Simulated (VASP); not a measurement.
Here is a VASP 6.6.1 calculation.

File INCAR:

```
  ALGO = Normal
  EDIFF = 1E-6
  ENCUT = 700
  GGA = PS
  GGA_COMPAT = False
  ISIF = 2
  ISMEAR = -1
  ISPIN = 2
  LASPH = True
  LCHARG = False
  LDAU = True
  LDAUJ = 0 0
  LDAUL = 2 -1
  LDAUPRINT = 1
  LDAUTYPE = 2
  LDAUU = 3 0
  LMAXMIX = 4
  LORBIT = 11
  LREAL = False
  LWAVE = False
  MAGMOM = 4 0
  NBANDS = 22
  NELM = 200
  PREC = Accurate
  SIGMA = 0.05
```

The input KPOINTS:

```
k-points
0
Gamma
  10 10 10
```

Contents of POSCAR:

```
MnO
1.0
    0.0000000000      2.2239077028      2.2239077028
    2.2239077028      0.0000000000      2.2239077028
    2.2239077028      2.2239077028      0.0000000000
Mn O
1 1
Direct
    0.0000000000      0.0000000000      0.0000000000
    0.5000000000      0.5000000000      0.5000000000
```

Potentials or basis: VASP PAW PBE potentials, release 64 (Mn_sv, O).

The run is started by

```bash
$ cat potpaw_PBE.64/Mn_sv/POTCAR potpaw_PBE.64/O/POTCAR > POTCAR
$ mpirun -np 1 vasp_std > vasp.out
```

Task: Estimate the net moment.

Result: 5.00 μB per cell.

Task: Predict the band gap on the k mesh.

Result: Zero (filled and empty bands overlap).

Task: Predict the site moments.

Result: Mn +4.44; O +0.18 μB.

Task: Predict the pressure.

Result: -0.8 GPa.

Eigenvalues of the final occupation matrices:
| site | spin | trace | eigenvalues |
| --- | --- | --- | --- |
| site 1 d | 1 | 4.58 | 0.90 0.90 0.90 0.94 0.94 |
| site 1 d | 2 | 0.16 | 0.02 0.02 0.02 0.06 0.06 |

Caveat: the PAW data sets were made with another functional, which shifts forces and pressure a little; a cell with one magnetic atom can't hold antiferromagnetic order, which such compounds often take. The state reached can hang on the start; a lower one may exist.
